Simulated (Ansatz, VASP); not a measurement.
## Two plane-wave programs on Te2Mo

```
CELL_PARAMETERS angstrom
3.36255 0.00000 0.00000
-1.68128 2.91206 0.00000
0.00000 0.00000 16.99422
ATOMIC_POSITIONS crystal
Te 0.33333 0.66667 0.89189
Te 0.33333 0.66667 0.10811
Mo 0.00000 0.00000 0.00000
```

Change from the starting cell: equal strain along all axes, cell held, atoms relaxed: -3.0 %.

Alike in both runs: functional LDA; k mesh 12 × 12 × 2; occupations gaussian, width 0.02 eV; no spin polarisation.

Ansatz relaxed the structure, and its values are those at the end. VASP's run is a single point on that final structure, the one shown.

|  | VASP | Ansatz |
| --- | --- | --- |
| version | VASP 6.6.1 | Ansatz 0.2.0 |
| potentials or method | VASP PAW LDA potentials, release 64 (Te, Mo_sv), cutoff 520 eV | scalar-relativistic, plane waves, PAW |
| valence electrons in the cell | 26 | 46 |

|  | VASP | Ansatz | Ansatz less VASP |
| --- | --- | --- | --- |
| gap on the k mesh at the Fermi level (eV) | 1.05 | 1.05 | +0.005 |
| least direct gap on the mesh (eV) | 1.49 | 1.49 | -0.001 |
| rms of the force components (eV/Å) | 0.028 | 0.000 | -0.0276 |

LDA's correlation is that of Perdew and Zunger in VASP and of Perdew and Wang (1992) in Ansatz. VASP's potentials hold 26 valence electrons a cell and Ansatz's 46, so a difference there can come from the potentials and not from the codes. Ansatz's warnings: stress scf threshold loose.

Neither program's run includes spin-orbit coupling.
